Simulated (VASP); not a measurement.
# Si4Cl in VASP: single point with PBE+D3(BJ)

Aim: the single point of Si4Cl with PBE+D3(BJ).

All numbers are computed with VASP 6.6.1; they aren't measurements. Logs are shortened: lines on timing, memory, paths and dates and some standing lists are left out, and cuts for length are marked.

### 1 The cell of the first run

The cell holds a slab with vacuum, 20 atoms: a = 7.667 Å, b = 7.667 Å, c = 21.987 Å, α = 90.00°, β = 90.00°, γ = 120.00°.

### 2 Single point, PBE+D3(BJ)

The input, INCAR:

```
SYSTEM = Si4Cl
PREC     = Accurate       ! precision mode
ENCUT    = 520            ! plane-wave cutoff, eV
EDIFF    = 1E-6           ! SCF threshold, eV
ISMEAR   = 0              ! smearing method
SIGMA    = 0.05           ! smearing width, eV
LREAL    = Auto         
LASPH    = .TRUE.         ! aspherical terms in the spheres
NELM     = 100            ! most SCF steps
ALGO     = Normal         ! electronic algorithm
ISIF     = 2              ! what is computed and relaxed
LWAVE    = .FALSE.        ! write WAVECAR
LCHARG   = .FALSE.        ! write CHGCAR
LDIPOL   = .TRUE.       
IDIPOL   = 3            
DIPOL    = 0.5 0.5 0.509
GGA      = PE             ! functional
IVDW     = 12             ! dispersion correction
NBANDS   = 62             ! bands
```

The input, KPOINTS:

```
regular mesh
0
G
  3 3 1
  0 0 0
```

The input, POSCAR:

```
Si4Cl
1.0
    7.6671877214      0.0000000000      0.0000000000
   -3.8335938607      6.6399793423      0.0000000000
    0.0000000000      0.0000000000     21.9871453499
Si Cl
16 4
Direct
    0.6666666667      0.3333333333      0.4581995452
    0.6666666667      0.8333333333      0.4581995452
    0.1666666667      0.3333333333      0.4581995452
    0.1666666667      0.8333333333      0.4581995452
    0.5000000000      0.5000000000      0.4937898439
    0.5000000000      0.0000000000      0.4937898439
    0.0000000000      0.5000000000      0.4937898439
    0.0000000000      0.0000000000      0.4937898439
    0.0000000000      0.5000000000      0.6006620995
    0.0000000000      0.0000000000      0.6006620995
    0.5000000000      0.5000000000      0.6006620995
    0.5000000000      0.0000000000      0.6006620995
    0.8333333333      0.6666666667      0.6297079252
    0.8333333333      0.1666666667      0.6297079252
    0.3333333333      0.6666666667      0.6297079252
    0.3333333333      0.1666666667      0.6297079252
    0.6666666667      0.3333333333      0.3638561845
    0.6666666667      0.8333333333      0.3638561845
    0.1666666667      0.3333333333      0.3638561845
    0.1666666667      0.8333333333      0.3638561845
```

Potentials or basis: VASP PAW PBE potentials, release 64 (Si, Cl).

Run with:

```sh
> cat potpaw_PBE.64/Si/POTCAR potpaw_PBE.64/Cl/POTCAR > POTCAR
> mpirun -np 1 vasp_std > vasp.out
```

OUTCAR:

```text
SYSTEM = Si4Cl
   PREC = Accurate
   ENCUT = 520
   EDIFF = 1E-6
   ISMEAR = 0
   LREAL = Auto
   LASPH = .TRUE.
   NELM = 100
   ISIF = 2
   GGA = PE
   IVDW = 12
 IVDW          = 12

 ion  position               nearest neighbor table
   1  0.667  0.333  0.458-  17 2.07   6 2.35   7 2.35   5 2.35
   2  0.667  0.833  0.458-  18 2.07   5 2.35   8 2.35   6 2.35
   3  0.167  0.333  0.458-  19 2.07   8 2.35   5 2.35   7 2.35
   4  0.167  0.833  0.458-  20 2.07   7 2.35   6 2.35   8 2.35
   5  0.500  0.500  0.494-   2 2.35   3 2.35   1 2.35  11 2.35
   6  0.500  0.000  0.494-   1 2.35   4 2.35   2 2.35  12 2.35
   7  0.000  0.500  0.494-   4 2.35   1 2.35   3 2.35   9 2.35
   8  0.000  0.000  0.494-   3 2.35   2 2.35   4 2.35  10 2.35
   9  0.000  0.500  0.601-  14 2.30  15 2.30  13 2.30   7 2.35
  10  0.000  0.000  0.601-  13 2.30  16 2.30  14 2.30   8 2.35
  11  0.500  0.500  0.601-  16 2.30  13 2.30  15 2.30   5 2.35
  12  0.500  0.000  0.601-  15 2.30  14 2.30  16 2.30   6 2.35
  13  0.833  0.667  0.630-  10 2.30  11 2.30   9 2.30
  14  0.833  0.167  0.630-   9 2.30  12 2.30  10 2.30
  15  0.333  0.667  0.630-  12 2.30   9 2.30  11 2.30
  16  0.333  0.167  0.630-  11 2.30  10 2.30  12 2.30
  17  0.667  0.333  0.364-   1 2.07
  18  0.667  0.833  0.364-   2 2.07
  19  0.167  0.333  0.364-   3 2.07
  20  0.167  0.833  0.364-   4 2.07

  LATTYP: Found a hexagonal cell.
 ALAT       =     7.6671877214
 C/A-ratio  =     2.8676936249

  Lattice vectors:

 A1 = (   7.6671877214,   0.0000000000,   0.0000000000)
 A2 = (  -3.8335938607,   6.6399793423,   0.0000000000)
 A3 = (   0.0000000000,   0.0000000000,  21.9871453499)

Analysis of symmetry for initial positions (statically):
=====================================================================
 Subroutine PRICEL returns following result:

  LATTYP: Found a hexagonal cell.
 ALAT       =     3.8335938607
 C/A-ratio  =     5.7353872499

  Lattice vectors:

 A1 = (   3.8335938607,   0.0000000000,   0.0000000000)
 A2 = (  -1.9167969303,   3.3199896712,   0.0000000000)
 A3 = (   0.0000000000,   0.0000000000,  21.9871453499)

   4 primitive cells build up your supercell.

 Routine SETGRP: Setting up the symmetry group for a
 hexagonal supercell.

 Subroutine GETGRP returns: Found  6 space group operations
 (whereof  6 operations were pure point group operations)
 out of a pool of 24 trial point group operations.

The static configuration has the point symmetry C_3v.

Analysis of symmetry for dynamics (positions and initial velocities):
=====================================================================
 Subroutine PRICEL returns following result:

  LATTYP: Found a hexagonal cell.
 ALAT       =     3.8335938607
 C/A-ratio  =     5.7353872499

  Lattice vectors:

 A1 = (   3.8335938607,   0.0000000000,   0.0000000000)
 A2 = (  -1.9167969303,   3.3199896712,   0.0000000000)
 A3 = (   0.0000000000,   0.0000000000,  21.9871453499)

   4 primitive cells build up your supercell.

 Routine SETGRP: Setting up the symmetry group for a
 hexagonal supercell.

 Subroutine GETGRP returns: Found  6 space group operations
 (whereof  6 operations were pure point group operations)
 out of a pool of 24 trial point group operations.

The dynamic configuration has the point symmetry C_3v.

 Subroutine INISYM returns: Found  6 space group operations
 (whereof  6 operations are pure point group operations),
 and found     4 'primitive' translations

----------------------------------------------------------------------------------------

                                     Primitive cell

  volume of cell :     279.8412

  direct lattice vectors                    reciprocal lattice vectors
     3.833593861  0.000000000  0.000000000     0.260851837  0.150602878  0.000000000
    -1.916796930  3.319989671  0.000000000     0.000000000  0.301205756  0.000000000
     0.000000000  0.000000000 21.987145350     0.000000000  0.000000000  0.045481120

  length of vectors
     3.833593861  3.833593861 21.987145350     0.301205756  0.301205756  0.045481120

  position of ions in fractional coordinates (direct lattice)
     0.333333333  0.666666667  0.458199545
     0.000000000  0.000000000  0.493789844
     0.000000000  0.000000000  0.600662099
     0.666666667  0.333333333  0.629707925
     0.333333333  0.666666667  0.363856185

  ion indices of the primitive-cell ions
   primitive index   ion index
                 1           1
                 2           5
                 3          11
                 4          14
                 5          17

----------------------------------------------------------------------------------------

 KPOINTS: regular mesh

Automatic generation of k-mesh.
 Grid dimensions read from file:
 generate k-points for:    3    3    1

 Generating k-lattice:

  Cartesian coordinates                     Fractional coordinates (reciprocal lattice)
     0.043475306  0.025100480  0.000000000     0.333333333  0.000000000  0.000000000
     0.000000000  0.050200959  0.000000000     0.000000000  0.333333333  0.000000000
     0.000000000  0.000000000  0.045481120     0.000000000  0.000000000  1.000000000

  Length of vectors
     0.050200959  0.050200959  0.045481120

  Shift w.r.t. Gamma in fractional coordinates (k-lattice)
     0.000000000  0.000000000  0.000000000

 Subroutine IBZKPT returns following result:
 ===========================================

 Found      3 irreducible k-points:

 Following reciprocal coordinates:
            Coordinates               Weight
  0.000000  0.000000  0.000000      1.000000
  0.333333 -0.000000  0.000000      6.000000
  0.333333  0.333333  0.000000      2.000000
   k-points           NKPTS =      3   k-points in BZ     NKDIM =      3   number of bands    NBANDS=     62
   number of dos      NEDOS =    301   number of ions     NIONS =     20
   total plane-waves  NPLWV = 604800
   dimension x,y,z NGX =    60 NGY =   60 NGZ =  168
   dimension x,y,z NGXF=   120 NGYF=  120 NGZF=  336
   ions per type =              16   4
   NGX,Y,Z   is equivalent  to a cutoff of  13.01, 13.01, 12.70 a.u.
   NGXF,Y,Z  is equivalent  to a cutoff of  26.02, 26.02, 25.41 a.u.
 SYSTEM =  Si4Cl
   PREC   = accura    normal or accurate (medium, high low for compatibility)
   ISTART =      0    job   : 0-new  1-cont  2-samecut
   ICHARG =      2    charge: 1-file 2-atom 10-const
   ISPIN  =      1    spin polarized calculation?
   LNONCOLLINEAR =      F non collinear calculations
   LSORBIT =      F    spin-orbit coupling
   LASPH  =      T    aspherical Exc in radial PAW
   ENCUT  =  520.0 eV  38.22 Ry    6.18 a.u.  14.26 14.26 40.88*2*pi/ulx,y,z
   NELM   =    100;   NELMIN=  2; NELMDL= -5     # of ELM steps
   EDIFF  = 0.1E-05   stopping-criterion for ELM
   LREAL  =      T    real-space projection
   EDIFFG = 0.1E-04   stopping-criterion for IOM
   NSW    =      0    number of steps for IOM
   IBRION =     -1    ionic relax: 0-MD 1-quasi-New 2-CG
   NFREE  =      0    steps in history (QN), initial steepest desc. (CG)
   ISIF   =      2    stress and relaxation
   ISYM   =      2    0-nonsym 1-usesym 2-fastsym
   POTIM  = 0.5000    time-step for ionic-motion
   TEBEG  =    0.0;   TEEND  =   0.0 temperature during run
   PSTRESS=    0.0 pullay stress
   NELECT =      92.0000    total number of electrons
   NUPDOWN=      -1.0000    fix difference up-down
   EMIN   =  10.00;   EMAX   =-10.00  energy-range for DOS
   EFERMI =   0.00;   METHOD = LEGACY
   ISMEAR =     0;   SIGMA  =   0.05  broadening in eV -4-tet -1-fermi 0-gaus
   EFERMI_NEDOS =   21; number of points for ismear=-14 and -15
   IALGO  =     38    algorithm
   IMIX   =      4    mixing-type and parameters
     AMIX     =   0.40;   BMIX     =  1.00
     AMIX_MAG =   1.60;   BMIX_MAG =  1.00
  volume/ion in A,a.u.               =      55.97       377.69
  Fermi-wavevector in a.u.,A,eV,Ry     =   0.711782  1.345073  6.893165  0.506633
  Thomas-Fermi vector in A             =   1.798984
   LORBIT       =      0    0 simple, 1 ext, 2 COOP (PROOUT), +10 PAW based schemes
   GGA     = PE    functional components
   LHFCALC =     F    Hartree Fock is set to
   AEXX    =    0.0000 exact exchange contribution
   IVDW    =    12    specifies the selected vdW correction
   LEPSILON=     F    determine dielectric tensor
   LRPA    =     F    only Hartree local field effects (RPA)
 non-spin polarized calculation
 Gauss-broadening in eV      SIGMA  =   0.05
  energy-cutoff  :      520.00
  volume of cell :     1119.36
 maximum number of plane-waves:     30145
 NGX is ok and might be reduce to    60
   NGX = 29   NGY = 29   NGZ = 81

 number of electron      92.0000002 magnetization

 dipolmoment           0.000000      0.000000     -0.266904 electrons x Angstroem

 Free energy of the ion-electron system (eV)
  ---------------------------------------------------
  ext. energy  EPLUGINS =         0.00000000
  ---------------------------------------------------
  free energy    TOTEN  =       -93.86307884 eV

  energy without entropy =      -93.82105380  energy(sigma->0) =      -93.84206632

 E-fermi :  -1.3053     XC(G=0):  -3.9894

 val. band max:       -1.3386542753   @ k =   0.3333  -0.0000   0.0000
 cond. band min:      -1.2914406384   @ k =   0.3333  -0.0000   0.0000
 fundamental gap:      0.0472136370
 Fermi energy:        -1.3052659745

 k-point     1 :       0.0000    0.0000    0.0000
  band No.  band energies     occupation
      1     -17.2524      2.00000
      2     -17.0086      2.00000
      3     -17.0086      2.00000
      4     -17.0086      2.00000
      5     -12.8978      2.00000
      6     -11.5726      2.00000
[... 50 lines left out ...]
     57       1.5115      0.00000
     58       1.5115      0.00000

 k-point     2 :       0.3333   -0.0000    0.0000
  band No.  band energies     occupation
      1     -17.1933      2.00000
      2     -17.0715      2.00000
      3     -17.0092      2.00000
      4     -17.0092      2.00000
      5     -12.5830      2.00000
      6     -11.6842      2.00000
[... 50 lines left out ...]
     57       1.7007      0.00000
     58       2.1247      0.00000

 k-point     3 :       0.3333    0.3333    0.0000
  band No.  band energies     occupation
      1     -17.1026      2.00000
      2     -17.1026      2.00000
      3     -17.1026      2.00000
      4     -16.9779      2.00000
      5     -11.9714      2.00000
      6     -11.9714      2.00000
[... 50 lines left out ...]
     57       2.5151      0.00000
     58       2.5151      0.00000
 [bands above 58 left out]

------------------------ aborting loop because EDIFF is reached ----------------------------------------

 vacuum level on the upper side and lower side of the slab       (xc-potential included)        -0.565         0.347

 Edisp (eV)   -4.74103

 E8    (eV) :    -2.0048

  FORCE on cell =-STRESS in cart. coord.  units (eV):
  Direction    XX          YY          ZZ          XY          YZ          ZX
  --------------------------------------------------------------------------------------
  -------------------------------------------------------------------------------------
  Total       4.86664     4.86664    -0.92973     0.00000     0.00000    -0.00000
  in kB       6.96576     6.96576    -1.33074     0.00000     0.00000    -0.00000
  external pressure =        4.20 kB  Pullay stress =        0.00 kB

 VOLUME and BASIS-vectors are now :
 -----------------------------------------------------------------------------
  energy-cutoff  :      520.00
  volume of cell :     1119.36
      direct lattice vectors                 reciprocal lattice vectors
     7.667187721  0.000000000  0.000000000     0.130425918  0.075301439  0.000000000
    -3.833593861  6.639979342  0.000000000     0.000000000  0.150602878  0.000000000
     0.000000000  0.000000000 21.987145350     0.000000000  0.000000000  0.045481120

 POSITION                                       TOTAL-FORCE (eV/Angst)
 -----------------------------------------------------------------------------------
      3.83359      2.21333     10.07450         0.000000      0.000000      0.053300
      1.91680      5.53332     10.07450         0.000000     -0.000000      0.053300
      0.00000      2.21333     10.07450         0.000000      0.000000      0.053300
     -1.91680      5.53332     10.07450         0.000000     -0.000000      0.053300
      1.91680      3.31999     10.85703         0.000000      0.000000     -0.084572
      3.83359      0.00000     10.85703         0.000000      0.000000     -0.084572
[... 12 lines left out ...]
      0.00000      2.21333      8.00016        -0.000000     -0.000000      0.049437
     -1.91680      5.53332      8.00016        -0.000000     -0.000000      0.049437
 -----------------------------------------------------------------------------------
    total drift:                               -0.000002      0.000000     -0.030785

  FREE ENERGIE OF THE ION-ELECTRON SYSTEM (eV)
  ---------------------------------------------------
  free  energy   TOTEN  =       -98.6041059429 eV

  energy  without entropy=      -98.5620809034  energy(sigma->0) =      -98.58309342

 vacuum level on the upper side and lower side of the slab         3.236         4.182
```

Run time: 11 min. Hardware: 1 thread of AMD EPYC 7R13 (Zen 3), shared host; peak memory 1.1 GiB.

Results:

```yaml
Free_energy: -98.6041 eV
Largest_force: 0.085 eV/Å
Band_gap_on_the_k_mesh: zero (band 46 reaches -1.03 eV, above the bottom of band 47 at -1.57 eV)
Dispersion_energy_per_atom: -0.237 eV
```

Forces in eV/Å, atoms in the order of the input:
```
Si   0.000  0.000  0.053
Si   0.000  0.000  0.053
Si   0.000  0.000  0.053
Si   0.000  0.000  0.053
Si   0.000  0.000 -0.085
Si   0.000  0.000 -0.085
Si   0.000  0.000 -0.085
Si   0.000  0.000 -0.085
Si   0.000  0.000 -0.012
Si   0.000  0.000 -0.012
Si   0.000  0.000 -0.012
Si   0.000  0.000 -0.012
Si   0.000  0.000 -0.007
Si   0.000  0.000 -0.007
Si   0.000  0.000 -0.007
Si   0.000  0.000 -0.007
Cl   0.000  0.000  0.049
Cl   0.000  0.000  0.049
Cl   0.000  0.000  0.049
Cl   0.000  0.000  0.049
```
